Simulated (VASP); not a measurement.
Cu:

```
Cu
1.0
     0.00000    1.80750    1.80750
     1.80750    0.00000    1.80750
     1.80750    1.80750    0.00000
Cu
1
Direct
  0.00000 0.00000 0.00000
```

- Program: VASP 6.6.1
- Task: relaxation of cell and atoms
- Functional: revPBE
- Dispersion: D3(BJ)
- Potentials or basis: VASP PAW PBE potentials, release 64 (Cu_sv_GW)
- Cutoff: 820 eV
- k mesh: 13 × 13 × 13
- Occupations: fermi-dirac, width 0.05 eV
- Spin: no spin polarisation

At the start: pressure -12.4 GPa; volume 11.81 Å³/atom.

Problem. How do energy, volume and symmetry change on relaxing?

Solution. Over 4 steps the energy falls by 36.2 meV/atom and the volume is 10.93 Å³/atom (-7.5 %); space group Fm-3m (No. 225, to 0.1 Å) before and after.

The path:
| step | energy change (eV) | largest force (eV/Å) | pressure (GPa) | volume (Å³) |
| --- | --- | --- | --- | --- |
| 1 | 0.0000 | 0.0000 | -12.44 | 11.81 |
| 2 | -0.0123 | 0.0000 | 12.85 | 10.31 |
| 3 | -0.0362 | 0.0000 | -0.20 | 10.94 |
| 4 | -0.0362 | 0.0000 | 0.13 | 10.93 |

Final structure:
```
Cu
1.0
     0.00000    1.76132    1.76132
     1.76132    0.00000    1.76132
     1.76132    1.76132    0.00000
Cu
1
Cartesian
  3.5226 1.7613 1.7613
```

Caveat: the dispersion term is far too large for a dense solid, which distorts pressure and volume; the PAW data sets were made with another functional, which shifts forces and pressure a little.
